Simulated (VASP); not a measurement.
O:

```
O
1.0
     3.96149    0.00000    0.00000
     0.00000    3.96149    0.00000
     0.00000    0.00000    6.08439
O
8
Cartesian
  2.0312 1.2869 3.3387
  1.9303 2.6746 0.2965
  3.2676 3.9111 1.8176
  0.6939 0.0504 4.8598
  2.6746 1.9303 5.7879
  1.2869 2.0312 2.7457
  3.9111 3.2676 4.2668
  0.0504 0.6939 1.2246
```

- Program: VASP 6.6.1
- Task: relaxation of cell and atoms
- Functional: r2SCAN
- Potentials or basis: VASP PAW PBE potentials, release 64 (O)
- Cutoff: 600 eV
- k mesh: 4 × 4 × 4
- Occupations: gaussian, width 0.1 eV
- Spin: no spin polarisation

At the start: pressure 3.4 GPa; volume 11.94 Å³/atom.

**Question.** Where does the relaxation end?

**Answer.** Over 5 steps the energy falls by 6.1 meV/atom and the volume is 11.98 Å³/atom (+0.4 %); space group P4_12_12 (No. 92, to 0.1 Å) before and after.

Step by step:
```csv
step,energy change (eV),largest force (eV/Å),pressure (GPa),volume (Å³)
1,0.0000,1.4170,3.40,95.48
2,1.8978,5.9902,-18.69,99.02
3,-0.0482,0.1480,-0.86,95.91
4,-0.0489,0.0333,-0.48,95.87
5,-0.0489,0.0370,-0.41,95.86
```

Final structure:
```xyz
8
Lattice="3.9675 0.0000 0.0000 0.0000 3.9675 0.0000 0.0000 0.0000 6.0897" Properties=species:S:1:pos:R:3 pbc="T T T"
O     2.0392    1.2837    3.3454
O     1.9283    2.6838    0.3006
O     3.2675    3.9121    1.8230
O     0.7000    0.0554    4.8679
O     2.6838    1.9283    5.7891
O     1.2837    2.0392    2.7442
O     3.9121    3.2675    4.2667
O     0.0554    0.7000    1.2218
```

Caveat: the standard files for N, O and F lose accuracy on very short bonds; spin is off for a triplet molecule; the PAW data sets were made with another functional, which shifts forces and pressure a little.
